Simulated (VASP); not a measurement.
Wanted: the native input for a VASP 6.6.1 run.

```
Task                   : single point
Functional             : PBEsol
Potentials or basis    : VASP PAW PBE potentials, release 64 (Hf_pv, O)
Cutoff                 : 520 eV
k mesh                 : 8 × 8 × 8
Occupations            : gaussian, width 0.05 eV
Spin                   : no spin polarisation
Dipole correction      : no
Further INCAR settings : ALGO = Normal; EDIFF = 1e-07; NBANDS = 18
```

The structure of HfO2 lies in POSCAR:

```
HfO2
1.0
    0.0000000000      2.6229500914      2.5220673956
    2.4547281961      0.0000000000      2.5220673956
    2.4547281961      2.6229500914      0.0000000000
Hf O
1 2
Direct
    0.0000000000      0.0000000000      0.0000000000
    0.2500000000      0.2500000000      0.2500000000
    0.7500000000      0.7500000000      0.7500000000
```

This cell differs from its parent crystal: normal strain along x -0.0267, normal strain along y +0.0400.

One way to write it, as run:

INCAR

```
SYSTEM = HfO2
  ALGO = Normal
  EDIFF = 1E-7
  ENCUT = 520
  GGA = PS
  ISIF = 2
  ISMEAR = 0
  LASPH = .TRUE.
  LCHARG = .FALSE.
  LREAL = .FALSE.
  LWAVE = .FALSE.
  NBANDS = 18
  NELM = 80
  PREC = Accurate
  SIGMA = 0.05
```

KPOINTS

```
k-points
0
G
  8 8 8
  0 0 0
```

Potentials or basis: VASP PAW PBE potentials, release 64 (Hf_pv, O).

Run with:

```bash
$ cat potpaw_PBE.64/Hf_pv/POTCAR potpaw_PBE.64/O/POTCAR > POTCAR
$ mpirun -np 1 vasp_std > vasp.out
```

Results of the run:

```yaml
Pressure: -6.6 GPa
Band_gap_on_the_k_mesh: 2.97 eV, indirect (least direct gap 3.21 eV)
```

Caveat: the cell differs from its parent crystal (normal strain along x -0.0267, normal strain along y +0.0400); the PAW data sets were made with another functional, which shifts forces and pressure a little; spin-orbit coupling is left out, which moves the levels of the heavy elements.

Run time: 44 s on 1 thread of Intel(R) Xeon(R) Platinum 8259CL CPU @ 2.50GHz (Skylake/Cascade Lake), with other jobs on the host, peak memory 0.19 GiB.
